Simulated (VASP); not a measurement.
Set up this calculation in VASP 6.6.1, as the native input.

```yaml
Task: single point
Functional: PBE
Potentials_or_basis: VASP PAW PBE potentials, release 64 (Os)
Cutoff: 520 eV
k_mesh: 10 × 10 × 10
Occupations: fermi-dirac, width 0.272114 eV
Spin: no spin polarisation
Dipole_correction: no
Further_INCAR_settings: ALGO = Fast; EDIFF = 1e-07; NBANDS = 10
```

The structure of Os lies in POSCAR:

```
Os
1.0
    0.0000000000      1.9220413878      1.9220413878
    1.9220413878      0.0000000000      1.9220413878
    1.9220413878      1.9220413878      0.0000000000
Os
1
Direct
    0.0000000000      0.0000000000      0.0000000000
```

One way to write it, as run:

INCAR

```
SYSTEM = Os
ALGO = Fast
EDIFF = 1E-7
ENCUT = 520
GGA = PE
ISIF = 2
ISMEAR = -1
LASPH = .True.
LCHARG = .False.
LREAL = .False.
LWAVE = .False.
NBANDS = 10
NELM = 80
PREC = Accurate
SIGMA = 0.27211386245988
```

KPOINTS

```
k-points
0
Gamma
  10 10 10
  0 0 0
```

Potentials or basis: VASP PAW PBE potentials, release 64 (Os).

Launch:

```console
$ cat potpaw_PBE.64/Os/POTCAR > POTCAR
$ mpirun -np 1 vasp_std > vasp.out
```

It gave:

- Pressure: 6.0 GPa
- Band gap on the k mesh: zero (band 4 reaches 11.51 eV, above the bottom of band 5 at 7.62 eV)

Caveat: spin-orbit coupling is left out, which moves the levels of the heavy elements.

Run time: 14 s on 1 thread of AMD EPYC 7R13 (shared host), peak memory 0.1 GiB.
